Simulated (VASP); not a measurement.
# Cd (Im-3m) in VASP: a series of runs

Cd is run at these levels: PBE; tasks: single point.

Program: VASP 6.6.1. These are calculated values, not measurements. Logs are shortened: lines on timing, memory, paths and dates and some standing lists are left out, and cuts for length are marked.

## (1) The cell of the first run

Symmetry: Im-3m, No. 229, cubic system. Conventional cell: a = 3.695 Å, b = 3.695 Å, c = 3.695 Å, α = 90.00°, β = 90.00°, γ = 90.00°. Within 4.2 Å of Cd (site symmetry m-3m) lie 14 Cd at 3.20 to 3.70 Å.

## (2) Single point, PBE (volume scaled by 1.08)

INCAR reads:

```
PREC = Accurate
ENCUT = 520
EDIFF = 1E-7
ISMEAR = -1
SIGMA = 0.1
LREAL = F
LASPH = T
NELM = 100
ALGO = Normal
ISIF = 2
LWAVE = F
LCHARG = T
GGA = PE
LELF = T
LVHAR = T
NBANDS = 12
```

KPOINTS reads:

```
regular mesh
0
Gamma
  14 14 14
```

POSCAR reads:

```
Cd
1.0
   -1.8475808342      1.8475808342      1.8475808342
    1.8475808342     -1.8475808342      1.8475808342
    1.8475808342      1.8475808342     -1.8475808342
Cd
1
Direct
    0.0000000000      0.0000000000      0.0000000000
```

Potentials or basis: VASP PAW PBE potentials, release 64 (Cd).

On the command line:

```sh
$ cat potpaw_PBE.64/Cd/POTCAR > POTCAR
$ mpirun -np 1 vasp_std > vasp.out
```

OUTCAR:

```text
PREC = Accurate
   ENCUT = 520
   EDIFF = 1E-7
   ISMEAR = -1
   LREAL = F
   LASPH = T
   NELM = 100
   ISIF = 2
   GGA = PE

 ion  position               nearest neighbor table
   1  0.000  0.000  0.000-

  LATTYP: Found a body centered cubic cell.
 ALAT       =     3.6951616684

  Lattice vectors:

 A1 = (  -1.8475808342,   1.8475808342,   1.8475808342)
 A2 = (   1.8475808342,  -1.8475808342,   1.8475808342)
 A3 = (   1.8475808342,   1.8475808342,  -1.8475808342)

Analysis of symmetry for initial positions (statically):
=====================================================================
 Subroutine PRICEL returns:
 Original cell was already a primitive cell.

 Routine SETGRP: Setting up the symmetry group for a
 body centered cubic supercell.

 Subroutine GETGRP returns: Found 48 space group operations
 (whereof 48 operations were pure point group operations)
 out of a pool of 48 trial point group operations.

The static configuration has the point symmetry O_h .

Analysis of symmetry for dynamics (positions and initial velocities):
=====================================================================
 Subroutine PRICEL returns:
 Original cell was already a primitive cell.

 Routine SETGRP: Setting up the symmetry group for a
 body centered cubic supercell.

 Subroutine GETGRP returns: Found 48 space group operations
 (whereof 48 operations were pure point group operations)
 out of a pool of 48 trial point group operations.

The dynamic configuration has the point symmetry O_h .

 Subroutine INISYM returns: Found 48 space group operations
 (whereof 48 operations are pure point group operations),
 and found     1 'primitive' translations

----------------------------------------------------------------------------------------

                                     Primitive cell

  volume of cell :      25.2273

  direct lattice vectors                    reciprocal lattice vectors
    -1.847580834  1.847580834  1.847580834     0.000000000  0.270624154  0.270624154
     1.847580834 -1.847580834  1.847580834     0.270624154  0.000000000  0.270624154
     1.847580834  1.847580834 -1.847580834     0.270624154  0.270624154  0.000000000

  length of vectors
     3.200103876  3.200103876  3.200103876     0.382720349  0.382720349  0.382720349

  position of ions in fractional coordinates (direct lattice)
     0.000000000  0.000000000  0.000000000

  ion indices of the primitive-cell ions
   primitive index   ion index
                 1           1

[... 72 lines left out ...]
   LREAL  =      F    real-space projection
   EDIFFG = 0.1E-05   stopping-criterion for IOM
   NSW    =      0    number of steps for IOM
   IBRION =     -1    ionic relax: 0-MD 1-quasi-New 2-CG
   NFREE  =      0    steps in history (QN), initial steepest desc. (CG)
   ISIF   =      2    stress and relaxation
   ISYM   =      2    0-nonsym 1-usesym 2-fastsym
   POTIM  = 0.5000    time-step for ionic-motion
   TEBEG  =    0.0;   TEEND  =   0.0 temperature during run
   PSTRESS=    0.0 pullay stress
   NELECT =      12.0000    total number of electrons
   NUPDOWN=      -1.0000    fix difference up-down
   EMIN   =  10.00;   EMAX   =-10.00  energy-range for DOS
   EFERMI =   0.00;   METHOD = LEGACY
   ISMEAR =    -1;   SIGMA  =   0.10  broadening in eV -4-tet -1-fermi 0-gaus
   EFERMI_NEDOS =   21; number of points for ismear=-14 and -15
   IALGO  =     38    algorithm
   IMIX   =      4    mixing-type and parameters
     AMIX     =   0.40;   BMIX     =  1.00
     AMIX_MAG =   1.60;   BMIX_MAG =  1.00
  volume/ion in A,a.u.               =      25.23       170.24
  Fermi-wavevector in a.u.,A,eV,Ry     =   1.277944  2.414964 22.220228  1.633141
  Thomas-Fermi vector in A             =   2.410515
   LORBIT       =      0    0 simple, 1 ext, 2 COOP (PROOUT), +10 PAW based schemes
   GGA     = PE    functional components
[... 5 lines left out ...]
 non-spin polarized calculation
  energy-cutoff  :      520.00
  volume of cell :       25.23
 maximum number of plane-waves:       694
   NGX = 11   NGY = 11   NGZ = 11

 number of electron      11.9999992 magnetization

 Free energy of the ion-electron system (eV)
  ---------------------------------------------------
  ext. energy  EPLUGINS =         0.00000000
  ---------------------------------------------------
  free energy    TOTEN  =        -0.68452538 eV

  energy without entropy =       -0.67025172  energy(sigma->0) =       -0.67738855

 E-fermi :   1.8706     XC(G=0): -10.2389

 val. band max:        1.8426357698   @ k =   0.3571   0.2143   0.0714
 cond. band min:       1.8732373341   @ k =  -0.4286   0.4286   0.3571
 fundamental gap:      0.0306015644
 Fermi energy:         1.8705923899

 k-point     1 :       0.0000    0.0000    0.0000
  band No.  band energies     occupation
      1      -6.9821      2.00000
      2      -6.9821      2.00000
      3      -6.9821      2.00000
      4      -6.4995      2.00000
      5      -6.4995      2.00000
      6      -5.8998      2.00000
      7      16.3777      0.00000
      8      16.3777      0.00000
      9      16.3777      0.00000
     10      16.7771      0.00000
     11      16.7771      0.00000
     12      16.7771      0.00000
[... 331 lines left out ...]
 k-point    24 :       0.3571    0.2857    0.0000
  band No.  band energies     occupation
      1      -7.1798      2.00000
      2      -6.8772      2.00000
      3      -6.7313      2.00000
      4      -6.4864      2.00000
      5      -6.4176      2.00000
      6       1.8344      1.17913
      7       2.2798      0.03286
      8       3.9399      0.00000
      9      10.4786      0.00000
     10      17.4023      0.00000
     11      18.5248      0.00000
     12      19.6432      0.00000

 [... further k-points ...]

------------------------ aborting loop because EDIFF is reached ----------------------------------------

  FORCE on cell =-STRESS in cart. coord.  units (eV):
  Direction    XX          YY          ZZ          XY          YZ          ZX
  --------------------------------------------------------------------------------------
  -------------------------------------------------------------------------------------
  Total       -0.2997603     -0.2997603     -0.2997603      0.0000000      0.0000000     -0.0000000
  in kB      -19.0376960    -19.0376960    -19.0376960      0.0000000      0.0000000     -0.0000000
  external PRESSURE =     -19.0376960 kB  Pullay stress =       0.0000000 kB

 VOLUME and BASIS-vectors are now :
 -----------------------------------------------------------------------------
  energy-cutoff  :      520.00
  volume of cell :       25.23
      direct lattice vectors                 reciprocal lattice vectors
    -1.847580834  1.847580834  1.847580834     0.000000000  0.270624154  0.270624154
     1.847580834 -1.847580834  1.847580834     0.270624154  0.000000000  0.270624154
     1.847580834  1.847580834 -1.847580834     0.270624154  0.270624154  0.000000000

 POSITION                                       TOTAL-FORCE (eV/Angst)
 -----------------------------------------------------------------------------------
      0.00000      0.00000      0.00000         0.000000     -0.000000      0.000000
 -----------------------------------------------------------------------------------
    total drift:                               -0.000000      0.000000      0.000000

  FREE ENERGIE OF THE ION-ELECTRON SYSTEM (eV)
  ---------------------------------------------------
  free  energy   TOTEN  =        -0.6845253768 eV

  energy  without entropy=       -0.6702517245  energy(sigma->0) =       -0.67738855
```

OSZICAR:

```text
N       E                     dE             d eps       ncg     rms          rms(c)
DAV:   1     0.703784731980E+02    0.70378E+02   -0.67449E+03  2632   0.962E+02
DAV:   2     0.590877597190E+00   -0.69788E+02   -0.66473E+02  2720   0.234E+02
DAV:   3    -0.711395711331E+00   -0.13023E+01   -0.13016E+01  2964   0.359E+01
DAV:   4    -0.713036414760E+00   -0.16407E-02   -0.16407E-02  2744   0.125E+00
DAV:   5    -0.713040769537E+00   -0.43548E-05   -0.43548E-05  2924   0.637E-02    0.216E+00
DAV:   6    -0.684761328740E+00    0.28279E-01   -0.80493E-02  2828   0.339E+00    0.184E+00
DAV:   7    -0.684055679487E+00    0.70565E-03   -0.76754E-03  2684   0.859E-01    0.934E-01
DAV:   8    -0.684481714017E+00   -0.42603E-03   -0.12810E-03  2600   0.466E-01    0.580E-02
DAV:   9    -0.684522172777E+00   -0.40459E-04   -0.22038E-05  2864   0.454E-02    0.746E-03
DAV:  10    -0.684525559142E+00   -0.33864E-05   -0.30046E-06  2624   0.173E-02    0.128E-03
DAV:  11    -0.684525410109E+00    0.14903E-06   -0.17601E-08  1784   0.124E-03    0.902E-04
DAV:  12    -0.684525376810E+00    0.33298E-07   -0.40060E-09  1340   0.788E-04
   1 F= -.68452538E+00 E0= -.67738855E+00  d E =-.142737E-01
```

It took 37 s on 1 thread of AMD EPYC 7R13, shared host; peak memory 0.13 GiB.

Results:

| Property | Result |
| --- | --- |
| Free energy | -0.6845 eV |
| Pressure | -1.9 GPa |
| Band gap on the k mesh | zero (band 6 reaches 5.24 eV, above the bottom of band 7 at 0.79 eV) |

## (3) Single point, PBE (volume scaled by 1.12)

INCAR reads:

```
SYSTEM = Cd
  PREC = Accurate
  ENCUT = 520
  EDIFF = 1E-7
  ISMEAR = -1
  SIGMA = 0.1
  LREAL = .FALSE.
  LASPH = .TRUE.
  NELM = 60
  ALGO = Normal
  ISIF = 2
  LWAVE = .FALSE.
  LCHARG = .TRUE.
  GGA = PE
  LELF = .TRUE.
  LVHAR = .TRUE.
  NBANDS = 12
```

KPOINTS reads:

```
regular mesh
0
G
  14 14 14
  0 0 0
```

POSCAR reads:

```
Cd
1.0
   -1.8701145286      1.8701145286      1.8701145286
    1.8701145286     -1.8701145286      1.8701145286
    1.8701145286      1.8701145286     -1.8701145286
Cd
1
Direct
    0.0000000000      0.0000000000      0.0000000000
```

Potentials or basis: VASP PAW PBE potentials, release 64 (Cd).

On the command line:

```sh
$ cat potpaw_PBE.64/Cd/POTCAR > POTCAR
$ mpirun -np 1 vasp_std > vasp.out
```

OUTCAR:

```text
SYSTEM = Cd
   PREC = Accurate
   ENCUT = 520
   EDIFF = 1E-7
   ISMEAR = -1
   LREAL = .FALSE.
   LASPH = .TRUE.
   NELM = 60
   ISIF = 2
   GGA = PE

 ion  position               nearest neighbor table
   1  0.000  0.000  0.000-

  LATTYP: Found a body centered cubic cell.
 ALAT       =     3.7402290572

  Lattice vectors:

 A1 = (  -1.8701145286,   1.8701145286,   1.8701145286)
 A2 = (   1.8701145286,  -1.8701145286,   1.8701145286)
 A3 = (   1.8701145286,   1.8701145286,  -1.8701145286)

Analysis of symmetry for initial positions (statically):
=====================================================================
 Subroutine PRICEL returns:
 Original cell was already a primitive cell.

 Routine SETGRP: Setting up the symmetry group for a
 body centered cubic supercell.

 Subroutine GETGRP returns: Found 48 space group operations
 (whereof 48 operations were pure point group operations)
 out of a pool of 48 trial point group operations.

The static configuration has the point symmetry O_h .

Analysis of symmetry for dynamics (positions and initial velocities):
[... 164 lines left out ...]
  band No.  band energies     occupation
      1      -7.1243      2.00000
      2      -7.1243      2.00000
      3      -7.1243      2.00000
      4      -6.6776      2.00000
      5      -6.6776      2.00000
      6      -5.8848      2.00000
      7      15.6995      0.00000
      8      15.6995      0.00000
      9      15.6995      0.00000
     10      16.3824      0.00000
     11      16.3824      0.00000
     12      16.3824      0.00000
[... 331 lines left out ...]
 k-point    24 :       0.3571    0.2857   -0.0000
  band No.  band energies     occupation
      1      -7.3020      2.00000
      2      -7.0198      2.00000
      3      -6.8863      2.00000
      4      -6.6653      2.00000
      5      -6.6010      2.00000
      6       1.5452      1.45666
      7       2.1005      0.02058
      8       3.6929      0.00000
      9      10.0680      0.00000
     10      16.8882      0.00000
     11      18.0133      0.00000
     12      18.9135      0.00000

 [... further k-points ...]

------------------------ aborting loop because EDIFF is reached ----------------------------------------

  FORCE on cell =-STRESS in cart. coord.  units (eV):
  Direction    XX          YY          ZZ          XY          YZ          ZX
  --------------------------------------------------------------------------------------
  -------------------------------------------------------------------------------------
  Total       -0.4223549     -0.4223549     -0.4223549     -0.0000000     -0.0000000      0.0000000
  in kB      -25.8656583    -25.8656583    -25.8656583     -0.0000000     -0.0000000      0.0000000
  external PRESSURE =     -25.8656583 kB  Pullay stress =       0.0000000 kB

 VOLUME and BASIS-vectors are now :
 -----------------------------------------------------------------------------
  energy-cutoff  :      520.00
  volume of cell :       26.16
      direct lattice vectors                 reciprocal lattice vectors
    -1.870114529  1.870114529  1.870114529     0.000000000  0.267363304  0.267363304
     1.870114529 -1.870114529  1.870114529     0.267363304  0.000000000  0.267363304
     1.870114529  1.870114529 -1.870114529     0.267363304  0.267363304  0.000000000

 POSITION                                       TOTAL-FORCE (eV/Angst)
 -----------------------------------------------------------------------------------
      0.00000      0.00000      0.00000         0.000000      0.000000      0.000000
 -----------------------------------------------------------------------------------
    total drift:                               -0.000000      0.000000      0.000000

  FREE ENERGIE OF THE ION-ELECTRON SYSTEM (eV)
  ---------------------------------------------------
  free  energy   TOTEN  =        -0.6713467133 eV

  energy  without entropy=       -0.6572874234  energy(sigma->0) =       -0.66431707
```

OSZICAR:

```text
N       E                     dE             d eps       ncg     rms          rms(c)
DAV:   1     0.691748378038E+02    0.69175E+02   -0.66614E+03  2680   0.953E+02
DAV:   2     0.585156515908E+00   -0.68590E+02   -0.65610E+02  2772   0.232E+02
DAV:   3    -0.694853807212E+00   -0.12800E+01   -0.12794E+01  2960   0.355E+01
DAV:   4    -0.696386110053E+00   -0.15323E-02   -0.15323E-02  2756   0.122E+00
DAV:   5    -0.696390041205E+00   -0.39312E-05   -0.39312E-05  2916   0.613E-02    0.196E+00
DAV:   6    -0.671216002785E+00    0.25174E-01   -0.72654E-02  2864   0.318E+00    0.170E+00
DAV:   7    -0.670810082806E+00    0.40592E-03   -0.70704E-03  2676   0.811E-01    0.868E-01
DAV:   8    -0.671300645253E+00   -0.49056E-03   -0.12733E-03  2600   0.457E-01    0.579E-02
DAV:   9    -0.671344041290E+00   -0.43396E-04   -0.25724E-05  2864   0.480E-02    0.653E-03
DAV:  10    -0.671346859567E+00   -0.28183E-05   -0.25226E-06  2616   0.156E-02    0.125E-03
DAV:  11    -0.671346733903E+00    0.12566E-06   -0.18835E-08  1808   0.119E-03    0.811E-04
DAV:  12    -0.671346713343E+00    0.20560E-07   -0.31251E-09  1312   0.697E-04
   1 F= -.67134671E+00 E0= -.66431707E+00  d E =-.140593E-01
```

Wall time 41 s (1 thread of AMD EPYC 7R13, shared host); peak memory 0.13 GiB.

Results:

* Free energy: -0.6713 eV
* Pressure: -2.6 GPa
* Band gap on the k mesh: zero (band 6 reaches 4.98 eV, above the bottom of band 7 at 0.52 eV)
